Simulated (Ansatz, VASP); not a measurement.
## One calculation of CsTl3, two programs

```xyz
4
Lattice="5.2286 0.0000 0.0000 0.0000 5.2286 0.0000 0.0000 0.0000 5.2286" Properties=species:S:1:pos:R:3 pbc="T T T"
Cs    0.0000    0.0000    0.0000
Tl    0.0000    2.6143    2.6143
Tl    2.6143    0.0000    2.6143
Tl    2.6143    2.6143    0.0000
```

Change from the starting cell: species swapped into the PrIn3 type (Pm-3m, No. 221).

Alike in both runs: task relaxation of cell and atoms; functional PBE; k mesh 10 × 10 × 10; occupations gaussian, width 0.1 eV; no spin polarisation.

```csv
,VASP,Ansatz
version,VASP 6.6.1,Ansatz 0.2.0
potentials or method,"VASP PAW PBE potentials, release 64 (Cs_sv, Tl_d), cutoff 600 eV","scalar-relativistic, plane waves, PAW"
valence electrons in the cell,48,48
```

|  | VASP | Ansatz | Ansatz less VASP |
| --- | --- | --- | --- |
| gap on the k mesh at the Fermi level, each at its own relaxed structure (eV) | none | none | - |
| relaxed volume (Å³/atom) | 39.54 | 39.51 | -0.037 |
| relaxed length of the cell vector where the two differ most in proportion (Å) | 5.408 | 5.406 | -0.0017 |

A gap of «none» marks a metal or a gap that the smearing closes.

Spin-orbit coupling is off throughout.
